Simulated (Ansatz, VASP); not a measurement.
MnO: VASP beside Ansatz

```xyz
4
Lattice="0.0000 2.2220 2.2220 4.4440 2.2220 2.2220 4.4440 4.4440 0.0000" Properties=species:S:1:pos:R:3 pbc="T T T"
Mn    0.0000    0.0000    0.0000
Mn    2.2220    2.2220    0.0000
O     2.2220    2.2220    2.2220
O     4.4440    4.4440    2.2220
```

Alike in both runs: task single point; functional PBE; k mesh 7 × 7 × 7; occupations gaussian, width 0.05 eV; collinear spin; Hubbard terms Mn d U = 6.0 eV, J = 0.5 eV.

|  | VASP | Ansatz |
| --- | --- | --- |
| version | VASP 6.6.1 | Ansatz 0.2.0 |
| potentials or method | VASP PAW PBE potentials, release 64 (Mn_pv, O), cutoff 520 eV | scalar-relativistic, plane waves, PAW |
| valence electrons in the cell | 38 | 42 |

Ansatz gave:

| Quantity | Value |
| --- | --- |
| gap on the k mesh at the Fermi level (eV) | 0.46 |
| least direct gap on the mesh (eV) | 2.56 |
| pressure (GPa) | 11.4 |
| net moment per atom (μB) | 2.50 |
| size of the moment on the site where the two differ most (μB) | 4.30 |

What did VASP give for the same quantities?

gap on the k mesh at the Fermi level (eV): 0.62; least direct gap on the mesh (eV): 2.71; pressure (GPa): 8.8; net moment per atom (μB): 2.50; size of the moment on the site where the two differ most (μB): 4.67.

Site moments also hang on the region over which each program counts them. The programs project onto different local orbitals, so the same U acts differently, and such runs can settle in different states. VASP's potentials hold 38 valence electrons a cell and Ansatz's 42, so a difference there can come from the potentials and not from the codes.
